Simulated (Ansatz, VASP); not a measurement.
## Two plane-wave programs on TiO2

```
CELL_PARAMETERS angstrom
4.64306 -0.02322 0.00000
-0.02322 4.64306 0.00000
0.00000 0.00000 2.96402
ATOMIC_POSITIONS crystal
Ti 0.00000 0.00000 0.00000
Ti 0.50000 0.50000 0.50000
O 0.30511 0.30511 0.00000
O 0.19489 0.80511 0.50000
O 0.69489 0.69489 0.00000
O 0.80511 0.19489 0.50000
```

Change from the starting cell: strain -0.0100 x Voigt [0, 0, 0, 0, 0, 1], atoms carried along.

Alike in both runs: task single point; functional PBE; k mesh 6 × 6 × 10; occupations gaussian, width 0.05 eV; no spin polarisation.

|  | VASP | Ansatz |
| --- | --- | --- |
| version | VASP 6.6.1 | Ansatz 0.2.0 |
| potentials or method | VASP PAW PBE potentials, release 64 (Ti_sv, O), cutoff 520 eV | scalar-relativistic, plane waves, PAW |
| valence electrons in the cell | 48 | 48 |

|  | VASP | Ansatz | Ansatz less VASP |
| --- | --- | --- | --- |
| gap on the k mesh at the Fermi level (eV) | 1.83 | 1.86 | +0.025 |
| least direct gap on the mesh (eV) | 1.83 | 1.86 | +0.025 |
| pressure (GPa) | 0.7 | 0.0 | -0.66 |
| traceless stress, the component that is largest in VASP (GPa) | 2.14 | 2.12 | -0.017 |
| rms of the force components (eV/Å) | 0.012 | 0.004 | -0.0082 |

Atom by atom the forces differ by 0.013 eV/Å (rms over components). With one functional, cell and mesh, what is left measures potentials, basis and numerics.
